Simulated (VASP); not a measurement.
Ru, 2 atoms in the cell. The structure is hexagonal, space group P6_3/mmc (No. 194). Conventional cell: a = 2.688 Å, b = 2.688 Å, c = 4.253 Å, α = 90.00°, β = 90.00°, γ = 120.00°. Ru (site symmetry -6m2) has 12 Ru at 2.63 to 2.69 Å within 3.5 Å. 

* Program: VASP 6.6.1
* Task: single point
* Functional: PBE0
* Potentials or basis: VASP PAW PBE potentials, release 64 (Ru_pv)
* Cutoff: 520 eV
* k mesh: 6 × 6 × 4
* Occupations: fermi-dirac, width 0.05 eV
* Spin: no spin polarisation
* Dipole correction: no
* Grid for exact exchange (PRECFOCK): Normal
* Further INCAR settings: ALGO = Normal; EDIFF = 1e-06; NBANDS = 21
* Share of exact exchange: 0.25

Potentials or basis: VASP PAW PBE potentials, release 64 (Ru_pv).

Command:

```sh
$ cat potpaw_PBE.64/Ru_pv/POTCAR > POTCAR
$ cp INCAR.step1 INCAR
$ mpirun -np 1 vasp_std > vasp.out
$ cp INCAR.step2 INCAR
$ mpirun -np 1 vasp_std > vasp.out
```

Hardware: 1 thread of AMD EPYC 9R45 96-Core Processor (Zen 5), on a shared host.

Question: Estimate the wall time of this run.

Answer: Wall time 23 min on 1 thread of AMD EPYC 9R45 96-Core Processor (Zen 5), with other jobs on the host, peak memory 0.13 GiB. Counts: k points 21.
